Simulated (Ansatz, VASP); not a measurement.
**Ta in VASP and in Ansatz**

Contents of INCAR:

```
ALGO = Normal ; EDIFF = 1E-6
ENCUT = 520 ; GGA = CA
ISIF = 2 ; ISMEAR = -1
LASPH = True ; LCHARG = False
LREAL = False ; LWAVE = False
NBANDS = 18 ; NELM = 80
PREC = Accurate ; SIGMA = 0.05
```

KPOINTS

```
k-points
0
Gamma
  12 12 6
```

POSCAR

```
Ta
1.0
    2.9669564710      0.0000000000      0.0000000000
   -1.4834782355      2.5694596758      0.0000000000
    0.0000000000      0.0000000000      4.8064694830
Ta
2
Direct
    0.2333333333      0.6166666667      0.1750000000
    0.7666666667      0.3833333333      0.8250000000
```

Input for Ansatz:

```yaml
crystal:
  lattice:
    - [2.966956471, 0.0, 0.0]
    - [-1.4834782355, 2.5694596758, 0.0]
    - [0.0, 0.0, 4.806469483]
  atoms:
    - { symbol: Ta, position: [0.2333333333, 0.6166666667, 0.175] }
    - { symbol: Ta, position: [0.7666666667, 0.3833333333, 0.825] }
kpoints:
  mp_grid: { grid: [12, 12, 6] }
scf:
  occupations: { method: fermi_dirac, width: 0.05 }
hamiltonian:
  xc: lda
  pseudopotentials: { kind: all_electron, lapw: { basis_error: 0.001 } }
output:
  forces: true
  stress: true
  eigenvalues: true
  populations: true
```

Change from the starting cell: shortest bond scaled by 0.7, LAPW.

Alike in both runs: task single point; functional LDA; k mesh 12 × 12 × 6; occupations fermi-dirac, width 0.05 eV; no spin polarisation.

|  | VASP | Ansatz |
| --- | --- | --- |
| version | VASP 6.6.1 | Ansatz 0.2.0 |
| potentials or method | VASP PAW LDA potentials, release 64 (Ta_pv), cutoff 520 eV | all-electron LAPW, scalar-relativistic |

|  | VASP | Ansatz | Ansatz less VASP |
| --- | --- | --- | --- |
| pressure (GPa) | 39.0 | 36.8 | -2.12 |
| traceless stress, the component that is largest in VASP (GPa) | 21.94 | 21.34 | -0.596 |
| rms of the force components (eV/Å) | 6.295 | 6.123 | -0.1714 |

LDA's correlation is that of Perdew and Zunger in VASP and of Perdew and Wang (1992) in Ansatz. Atom by atom the forces differ by 0.172 eV/Å (rms over components). Both programs put the cell under a high pressure, so it lies far from rest at this level. Ansatz ran all-electron here, and VASP with PAW potentials.

Spin-orbit coupling is off throughout.
